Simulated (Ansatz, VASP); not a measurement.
Two plane-wave programs on ScAl3

File INCAR:

```
  ALGO = Fast
  EDIFF = 1E-6
  ENCUT = 520
  GGA = PS
  ISIF = 2
  ISMEAR = 0
  LASPH = True
  LCHARG = True
  LELF = True
  LREAL = False
  LVHAR = True
  LWAVE = False
  NBANDS = 30
  NELM = 80
  PREC = Accurate
  SIGMA = 0.15
```

File KPOINTS:

```
k-points
0
Gamma
  10 10 10
```

POSCAR

```
ScAl3
1.0
   -4.0712986161      0.0000000000     -4.0712986161
    0.0000000000     -4.0712986161     -4.0712986161
   -4.0712986161     -4.0712986161      0.0000000000
Sc Al
2 6
Direct
    0.0000000000      0.0000000000      0.0000000000
    0.5000000000      0.5000000000      0.5000000000
    0.0000000000      0.5000000000      0.5000000000
    0.5000000000      0.0000000000      0.0000000000
    0.0000000000      0.5000000000      0.0000000000
    0.5000000000      0.0000000000      0.5000000000
    0.5000000000      0.5000000000      0.0000000000
    1.0000000000      1.0000000000      0.5000000000
```

Input for Ansatz:

```yaml
crystal:
  lattice:
    - [-4.0712986161, 0.0, -4.0712986161]
    - [0.0, -4.0712986161, -4.0712986161]
    - [-4.0712986161, -4.0712986161, 0.0]
  atoms:
    - { symbol: Sc, position: [0.0, 0.0, 0.0] }
    - { symbol: Sc, position: [0.5, 0.5, 0.5] }
    - { symbol: Al, position: [0.0, 0.5, 0.5] }
    - { symbol: Al, position: [0.5, 0.0, 0.0] }
    - { symbol: Al, position: [0.0, 0.5, 0.0] }
    - { symbol: Al, position: [0.5, 0.0, 0.5] }
    - { symbol: Al, position: [0.5, 0.5, 0.0] }
    - { symbol: Al, position: [1.0, 1.0, 0.5] }
basis:
  ecutwfc: 420
kpoints:
  mp_grid: { grid: [10, 10, 10] }
hamiltonian:
  xc: pbesol
scf:
  occupations: { method: gaussian, width: 0.15 }
output:
  forces: true
  stress: true
  eigenvalues: true
  write_density: true
  write_potential: true
  elf: true
  volumetric_format: npy
```

Alike in both runs: task single point; functional PBEsol; k mesh 10 × 10 × 10; occupations gaussian, width 0.15 eV; no spin polarisation.

|  | VASP | Ansatz |
| --- | --- | --- |
| version | VASP 6.6.1 | Ansatz 0.2.0 |
| potentials or method | VASP PAW PBE potentials, release 64 (Sc_sv, Al), cutoff 520 eV | scalar-relativistic, plane waves, PAW |
| valence electrons in the cell | 40 | 40 |

```csv
,VASP,Ansatz,Ansatz less VASP
gap on the k mesh at the Fermi level (eV),none,none,-
pressure (GPa),0.1,0.0,-0.13
```

VASP's potentials were made for PBE, not for PBEsol. A gap of «none» marks a metal or a gap that the smearing closes.
